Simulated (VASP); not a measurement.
# Li2O (Fm-3m) in VASP: further runs

Runs on Li2O. Level: PBE. Tasks: relaxation of cell and atoms, single point.

Everything below comes from runs of VASP 6.6.1. Logs are shortened: lines on timing, memory, paths and dates and some standing lists are left out, and cuts for length are marked.

## 1. The cell of the first run

Symmetry: Fm-3m, No. 225, cubic system. Conventional cell: a = 4.626 Å, b = 4.626 Å, c = 4.626 Å, α = 90.00°, β = 90.00°, γ = 90.00°. Within 2.7 Å of Li (site symmetry -43m) lie 4 O at 2.00 Å and 6 Li at 2.31 Å. O (site symmetry m-3m) has 8 Li at 2.00 Å within 2.7 Å.

## 2. Relaxation of cell and atoms, PBE (atoms taken out)

INCAR reads:

```
SYSTEM = Li2O
ALGO = Normal
EDIFF = 1E-7
EDIFFG = -0.01
ENCUT = 750
GGA = PE
GGA_COMPAT = .FALSE.
IBRION = 2
ISIF = 3
ISMEAR = 0
LASPH = .TRUE.
LCHARG = .FALSE.
LREAL = .FALSE.
LWAVE = .FALSE.
NELM = 120
NELMIN = 4
NSW = 100
PREC = Accurate
SIGMA = 0.02
```

KPOINTS reads:

```
k-points
0
G
  8 8 8
  0 0 0
```

POSCAR reads:

```
Li2O
1.0
    0.0000000000      2.3131900688      2.3131900688
    2.3131900688      0.0000000000      2.3131900688
    2.3131900688      2.3131900688      0.0000000000
Li O
2 1
Direct
    0.7500000000      0.7500000000      0.7500000000
    0.2500000000      0.2500000000      0.2500000000
    0.5000000000      0.5000000000      0.5000000000
```

Potentials or basis: VASP PAW PBE potentials, release 64 (Li_sv, O).

Started as:

```bash
> cat potpaw_PBE.64/Li_sv/POTCAR potpaw_PBE.64/O/POTCAR > POTCAR
> mpirun -np 1 vasp_std > vasp.out
```

OUTCAR:

```text
SYSTEM = Li2O
   EDIFF = 1E-7
   EDIFFG = -0.01
   ENCUT = 750
   GGA = PE
   IBRION = 2
   ISIF = 3
   ISMEAR = 0
   LASPH = .TRUE.
   LREAL = .FALSE.
   NELM = 120
   NELMIN = 4
   NSW = 100
   PREC = Accurate

 ion  position               nearest neighbor table
   1  0.750  0.750  0.750-   3 2.00   3 2.00   3 2.00   3 2.00   2 2.31   2 2.31   2 2.31   2 2.31
                             2 2.31   2 2.31
   2  0.250  0.250  0.250-   3 2.00   3 2.00   3 2.00   3 2.00   1 2.31   1 2.31   1 2.31   1 2.31
                             1 2.31   1 2.31
   3  0.500  0.500  0.500-   2 2.00   2 2.00   2 2.00   1 2.00   2 2.00   1 2.00   1 2.00   1 2.00

  LATTYP: Found a face centered cubic cell.
 ALAT       =     4.6263801376

  Lattice vectors:

 A1 = (   0.0000000000,   2.3131900688,   2.3131900688)
 A2 = (   2.3131900688,   0.0000000000,   2.3131900688)
 A3 = (   2.3131900688,   2.3131900688,   0.0000000000)

Analysis of symmetry for initial positions (statically):
=====================================================================
 Subroutine PRICEL returns:
 Original cell was already a primitive cell.

 Routine SETGRP: Setting up the symmetry group for a
 face centered cubic supercell.

 Subroutine GETGRP returns: Found 48 space group operations
 (whereof 48 operations were pure point group operations)
 out of a pool of 48 trial point group operations.

The static configuration has the point symmetry O_h .

Analysis of symmetry for dynamics (positions and initial velocities):
=====================================================================
 Subroutine PRICEL returns:
 Original cell was already a primitive cell.

 Routine SETGRP: Setting up the symmetry group for a
 face centered cubic supercell.

 Subroutine GETGRP returns: Found 48 space group operations
 (whereof 48 operations were pure point group operations)
 out of a pool of 48 trial point group operations.

The dynamic configuration has the point symmetry O_h .

 Subroutine INISYM returns: Found 48 space group operations
 (whereof 48 operations are pure point group operations),
 and found     1 'primitive' translations

----------------------------------------------------------------------------------------

[... 159 lines left out ...]
  volume of cell :       24.76
      direct lattice vectors                 reciprocal lattice vectors
     0.000000000  2.313190069  2.313190069    -0.216151715  0.216151715  0.216151715
     2.313190069  0.000000000  2.313190069     0.216151715 -0.216151715  0.216151715
     2.313190069  2.313190069  0.000000000     0.216151715  0.216151715 -0.216151715

 POSITION                                       TOTAL-FORCE (eV/Angst)
 -----------------------------------------------------------------------------------
      3.46979      3.46979      3.46979        -0.000000     -0.000000     -0.000000
      1.15660      1.15660      1.15660         0.000000      0.000000      0.000000
      2.31319      2.31319      2.31319         0.000000     -0.000000      0.000000
 -----------------------------------------------------------------------------------
    total drift:                                0.000000     -0.000000      0.000000

  FREE ENERGIE OF THE ION-ELECTRON SYSTEM (eV)
  ---------------------------------------------------
  free  energy   TOTEN  =       -14.3562486333 eV

  energy  without entropy=      -14.3562486333  energy(sigma->0) =      -14.35624863

--------------------------------------- Ionic step        2  -------------------------------------------

 number of electron      12.0000000 magnetization

 Free energy of the ion-electron system (eV)
  ---------------------------------------------------
  ext. energy  EPLUGINS =         0.00000000
  ---------------------------------------------------
  free energy    TOTEN  =       -14.35634224 eV

  energy without entropy =      -14.35634224  energy(sigma->0) =      -14.35634224

 E-fermi :   1.5830     XC(G=0):  -9.7447

 val. band max:        1.3238254469   @ k =   0.0000   0.0000   0.0000
 cond. band min:       6.2991919171   @ k =   0.5000   0.5000   0.0000
 fundamental gap:      4.9753664702
 Fermi energy:         1.5829601437

 k-point     1 :       0.0000    0.0000    0.0000
  band No.  band energies     occupation
      1     -41.6614      2.00000
      2     -41.3337      2.00000
      3     -14.1218      2.00000
      4       1.3238      2.00000
      5       1.3238      2.00000
      6       1.3238      2.00000
      7       6.5769      0.00000
      8      13.2512      0.00000
      9      13.2512      0.00000
     10      13.2512      0.00000
[... 287 lines left out ...]
 k-point    24 :      -0.3750    0.2500    0.1250
  band No.  band energies     occupation
      1     -41.4826      2.00000
      2     -41.4820      2.00000
      3     -13.8659      2.00000
      4      -1.1293      2.00000
      5       0.3211      2.00000
      6       0.5192      2.00000
      7       9.2702      0.00000
      8      11.5597      0.00000
      9      14.3693      0.00000
     10      14.7171      0.00000

 [... further k-points ...]

------------------------ aborting loop because EDIFF is reached ----------------------------------------

  FORCE on cell =-STRESS in cart. coord.  units (eV):
  Direction    XX          YY          ZZ          XY          YZ          ZX
  --------------------------------------------------------------------------------------
  -------------------------------------------------------------------------------------
  Total       -0.0196057     -0.0196057     -0.0196057      0.0000000      0.0000000      0.0000000
  in kB       -1.2722277     -1.2722277     -1.2722277      0.0000000      0.0000000      0.0000000
  external PRESSURE =      -1.2722277 kB  Pullay stress =       0.0000000 kB

 VOLUME and BASIS-vectors are now :
 -----------------------------------------------------------------------------
  energy-cutoff  :      750.00
  volume of cell :       24.69
      direct lattice vectors                 reciprocal lattice vectors
     0.000000000  2.311174930  2.311174930    -0.216340180  0.216340180  0.216340180
     2.311174930  0.000000000  2.311174930     0.216340180 -0.216340180  0.216340180
     2.311174930  2.311174930  0.000000000     0.216340180  0.216340180 -0.216340180

 POSITION                                       TOTAL-FORCE (eV/Angst)
 -----------------------------------------------------------------------------------
      3.46676      3.46676      3.46676        -0.000000     -0.000000      0.000000
      1.15559      1.15559      1.15559        -0.000000      0.000000     -0.000000
      2.31117      2.31117      2.31117         0.000000     -0.000000      0.000000
 -----------------------------------------------------------------------------------
    total drift:                                0.000000     -0.000000      0.000000

  FREE ENERGIE OF THE ION-ELECTRON SYSTEM (eV)
  ---------------------------------------------------
  free  energy   TOTEN  =       -14.3563422356 eV

  energy  without entropy=      -14.3563422356  energy(sigma->0) =      -14.35634224

 reached required accuracy - stopping structural energy minimisation
```

It took 11 s on 1 thread of Intel Xeon 6975P-C (Granite Rapids), shared host; peak memory 0.15 GiB.

What came out:

```yaml
Free_energy: -14.3563 eV
Relaxed_volume: 8.23 Å³/atom
Relaxed_cell: a = 3.268 Å, b = 3.268 Å, c = 3.268 Å, α = 60.00°, β = 60.00°, γ = 60.00°
Space_group_after_relaxing_to_0.1_Å: Fm-3m (No. 225)
Energy_gained_by_relaxing: 0.0 meV/atom
Ionic_steps: 2
Pressure_after_relaxing: -0.1 GPa
Band_gap_on_the_k_mesh: 4.98 eV (least direct gap 5.25 eV)
```

Final structure:
```yaml
crystal:
  lattice:
    - [0.00000, 2.31117, 2.31117]
    - [2.31117, 0.00000, 2.31117]
    - [2.31117, 2.31117, 0.00000]
  atoms:
    - { symbol: Li, position: [0.75000, 0.75000, 0.75000] }
    - { symbol: Li, position: [0.25000, 0.25000, 0.25000] }
    - { symbol: O, position: [0.50000, 0.50000, 0.50000] }
```

Caveat: the cell differs from its parent crystal (atoms taken out). A k mesh can miss the band edges.

## 3. Relaxation of cell and atoms, PBE

INCAR reads:

```
SYSTEM = Li2O
ALGO = Normal
EDIFF = 1E-7
EDIFFG = -0.001
ENCUT = 750
GGA = PE
GGA_COMPAT = .False.
IBRION = 2
ISIF = 3
ISMEAR = 0
LASPH = .True.
LCHARG = .False.
LREAL = .False.
LWAVE = .False.
NELM = 120
NELMIN = 4
NSW = 80
PREC = Accurate
SIGMA = 0.01
```

KPOINTS reads:

```
k-points
0
Gamma
  8 8 8
  0 0 0
```

POSCAR is that of step 2.

Potentials or basis: VASP PAW PBE potentials, release 64 (Li_sv, O).

Started as:

```bash
> cat potpaw_PBE.64/Li_sv/POTCAR potpaw_PBE.64/O/POTCAR > POTCAR
> mpirun -np 1 vasp_std > vasp.out
```

OUTCAR:

```text
SYSTEM = Li2O
   EDIFF = 1E-7
   EDIFFG = -0.001
   ENCUT = 750
   GGA = PE
   IBRION = 2
   ISIF = 3
   ISMEAR = 0
   LASPH = .True.
   LREAL = .False.
   NELM = 120
   NELMIN = 4
   NSW = 80
   PREC = Accurate

 ion  position               nearest neighbor table
   1  0.750  0.750  0.750-   3 2.00   3 2.00   3 2.00   3 2.00   2 2.31   2 2.31   2 2.31   2 2.31
                             2 2.31   2 2.31
   2  0.250  0.250  0.250-   3 2.00   3 2.00   3 2.00   3 2.00   1 2.31   1 2.31   1 2.31   1 2.31
                             1 2.31   1 2.31
   3  0.500  0.500  0.500-   2 2.00   2 2.00   2 2.00   1 2.00   2 2.00   1 2.00   1 2.00   1 2.00

  LATTYP: Found a face centered cubic cell.
 ALAT       =     4.6263801376

  Lattice vectors:

 A1 = (   0.0000000000,   2.3131900688,   2.3131900688)
 A2 = (   2.3131900688,   0.0000000000,   2.3131900688)
 A3 = (   2.3131900688,   2.3131900688,   0.0000000000)

Analysis of symmetry for initial positions (statically):
=====================================================================
 Subroutine PRICEL returns:
 Original cell was already a primitive cell.

 Routine SETGRP: Setting up the symmetry group for a
 face centered cubic supercell.

 Subroutine GETGRP returns: Found 48 space group operations
 (whereof 48 operations were pure point group operations)
 out of a pool of 48 trial point group operations.

The static configuration has the point symmetry O_h .

Analysis of symmetry for dynamics (positions and initial velocities):
=====================================================================
 Subroutine PRICEL returns:
 Original cell was already a primitive cell.

 Routine SETGRP: Setting up the symmetry group for a
 face centered cubic supercell.

 Subroutine GETGRP returns: Found 48 space group operations
 (whereof 48 operations were pure point group operations)
 out of a pool of 48 trial point group operations.

The dynamic configuration has the point symmetry O_h .

 Subroutine INISYM returns: Found 48 space group operations
 (whereof 48 operations are pure point group operations),
[... 139 lines left out ...]

 number of electron      11.9999999 magnetization

 Free energy of the ion-electron system (eV)
  ---------------------------------------------------
  ext. energy  EPLUGINS =         0.00000000
  ---------------------------------------------------
  free energy    TOTEN  =       -14.35624863 eV

  energy without entropy =      -14.35624863  energy(sigma->0) =      -14.35624863

------------------------ aborting loop because EDIFF is reached ----------------------------------------

  FORCE on cell =-STRESS in cart. coord.  units (eV):
  Direction    XX          YY          ZZ          XY          YZ          ZX
  --------------------------------------------------------------------------------------
  -------------------------------------------------------------------------------------
  Total       -0.0541731     -0.0541731     -0.0541731      0.0000000      0.0000000      0.0000000
  in kB       -3.5061484     -3.5061484     -3.5061484      0.0000000      0.0000000      0.0000000
  external PRESSURE =      -3.5061484 kB  Pullay stress =       0.0000000 kB
[... 98 lines left out ...]
--------------------------------------- Ionic step        4  -------------------------------------------

 number of electron      12.0000000 magnetization

 Free energy of the ion-electron system (eV)
  ---------------------------------------------------
  ext. energy  EPLUGINS =         0.00000000
  ---------------------------------------------------
  free energy    TOTEN  =       -14.35635635 eV

  energy without entropy =      -14.35635635  energy(sigma->0) =      -14.35635635

 E-fermi :   1.4216     XC(G=0):  -9.7512

 val. band max:        1.3318540730   @ k =   0.0000   0.0000   0.0000
 cond. band min:       6.3102226641   @ k =   0.5000   0.5000   0.0000
 fundamental gap:      4.9783685911
 Fermi energy:         1.4216376309

 k-point     1 :       0.0000    0.0000    0.0000
  band No.  band energies     occupation
      1     -41.6504      2.00000
      2     -41.3210      2.00000
      3     -14.1163      2.00000
      4       1.3319      2.00000
      5       1.3319      2.00000
      6       1.3319      2.00000
      7       6.5961      0.00000
      8      13.2681      0.00000
      9      13.2681      0.00000
     10      13.2681      0.00000
[... 287 lines left out ...]
 k-point    24 :      -0.3750    0.2500    0.1250
  band No.  band energies     occupation
      1     -41.4706      2.00000
      2     -41.4701      2.00000
      3     -13.8602      2.00000
      4      -1.1247      2.00000
      5       0.3278      2.00000
      6       0.5258      2.00000
      7       9.2852      0.00000
      8      11.5814      0.00000
      9      14.3897      0.00000
     10      14.7397      0.00000

 [... further k-points ...]

------------------------ aborting loop because EDIFF is reached ----------------------------------------

  FORCE on cell =-STRESS in cart. coord.  units (eV):
  Direction    XX          YY          ZZ          XY          YZ          ZX
  --------------------------------------------------------------------------------------
  -------------------------------------------------------------------------------------
  Total        0.0000341      0.0000341      0.0000341      0.0000000      0.0000000     -0.0000000
  in kB        0.0022176      0.0022176      0.0022176      0.0000000      0.0000000     -0.0000000
  external PRESSURE =       0.0022176 kB  Pullay stress =       0.0000000 kB
[... 18 lines left out ...]
  FREE ENERGIE OF THE ION-ELECTRON SYSTEM (eV)
  ---------------------------------------------------
  free  energy   TOTEN  =       -14.3563563457 eV

  energy  without entropy=      -14.3563563457  energy(sigma->0) =      -14.35635635

 reached required accuracy - stopping structural energy minimisation
```

Wall time 18 s (1 thread of Intel Xeon 6975P-C (Granite Rapids), shared host); peak memory 0.16 GiB.

What came out:

```yaml
Free_energy: -14.3564 eV
Relaxed_volume: 8.22 Å³/atom
Relaxed_cell: a = 3.267 Å, b = 3.267 Å, c = 3.267 Å, α = 60.00°, β = 60.00°, γ = 60.00°
Space_group_after_relaxing_to_0.1_Å: Fm-3m (No. 225)
Energy_gained_by_relaxing: 0.0 meV/atom
Ionic_steps: 4
Pressure_after_relaxing: 0.0 GPa
Band_gap_on_the_k_mesh: 4.98 eV (least direct gap 5.26 eV)
```

Step by step:
| step | energy change (eV) | largest force (eV/Å) | pressure (GPa) | volume (Å³) |
| --- | --- | --- | --- | --- |
| 1 | 0.0000 | 0.0000 | -0.35 | 24.76 |
| 2 | -0.0001 | 0.0000 | -0.13 | 24.69 |
| 3 | -0.0001 | 0.0000 | 0.06 | 24.63 |
| 4 | -0.0001 | 0.0000 | 0.00 | 24.65 |

Final structure:
```xyz
3
Lattice="0.0000 2.3100 2.3100 2.3100 0.0000 2.3100 2.3100 2.3100 0.0000" Properties=species:S:1:pos:R:3 pbc="T T T"
Li    3.4650    3.4650    3.4650
Li    1.1550    1.1550    1.1550
O     2.3100    2.3100    2.3100
```

Levels at points of the mesh, in eV from the valence-band top:
```tsv
k point	band 3	band 4	band 5	band 6	band 7	band 8	band 9	band 10
(0.00, 0.00, 0.00)	-15.45	0.00	0.00	0.00	5.26	11.94	11.94	11.94
(0.50, 0.00, 0.00)	-15.22	-2.77	-0.45	-0.45	9.21	9.81	12.06	12.06
(0.50, 0.50, 0.00)	-15.17	-1.60	-1.38	-1.38	4.98	13.53	13.53	14.71
```

(Part 1 of 2 ends here.)
